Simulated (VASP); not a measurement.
Runs of VASP 6.6.1 on NaCl. The structure is that of space group Fm-3m (No. 225), or close to it. The cells are those of the table. 

```csv
cell,gap on the mesh (eV),pressure (GPa)
"a = 3.922, b = 3.922, c = 3.952 Å, angles 60.3, 60.3, 90.0°, 2 atoms",5.06,0.4
"a = 3.922, b = 3.922, c = 3.953 Å, angles 60.3, 60.3, 90.0°, 2 atoms",5.05,0.4
"a = 4.001, b = 4.001, c = 3.969 Å, angles 59.7, 59.7, 90.0°, 2 atoms",4.95,(b)
"a = 3.961 Å, angles 60.0, 60.0, 90.0°, 2 atoms",5.01,0.0
"a = 3.941, b = 3.941, c = 3.957 Å, angles 60.1, 60.1, 90.0°, 2 atoms",(a),0.2
```

Alike in all rows: task single point; level PBEsol; potentials or basis VASP PAW PBE potentials, release 64 (Na_pv, Cl); no spin polarisation; k mesh 8 × 8 × 8; cutoff (eV) 520; smearing gaussian 0.01 eV.

Q: Estimate the missing entries.

A: (a) 5.03; (b) -0.3.

Caveats: the PAW data sets were made with another functional, which shifts forces and pressure a little.

